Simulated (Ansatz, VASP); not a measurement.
## Pd: VASP beside Ansatz

```
Pd
1.0
     2.79032    0.00000    0.00000
     0.00000    3.94610    0.00000
     0.00000    0.00000   18.79030
Pd
3
Direct
  0.00000 0.00000 0.42575
  0.50000 0.50000 0.50000
  0.00000 0.00000 0.57425
```

Alike in both runs: task single point; functional PBE; k mesh 12 × 8 × 1; occupations fermi-dirac, width 0.1 eV; no spin polarisation.

```csv
,VASP,Ansatz
version,VASP 6.6.1,Ansatz 0.2.0
potentials or method,"VASP PAW PBE potentials, release 64 (Pd), cutoff 520 eV","all-electron LAPW, scalar-relativistic"
```

Ansatz gave:

| Property | Result |
| --- | --- |
| rms of the force components (eV/Å) | 0.268 |

**Question.** What did VASP give for the same quantities?

**Answer.** rms of the force components (eV/Å): 0.274.

Atom by atom the forces differ by 0.006 eV/Å (rms over components). Ansatz ran all-electron here, and VASP with PAW potentials.
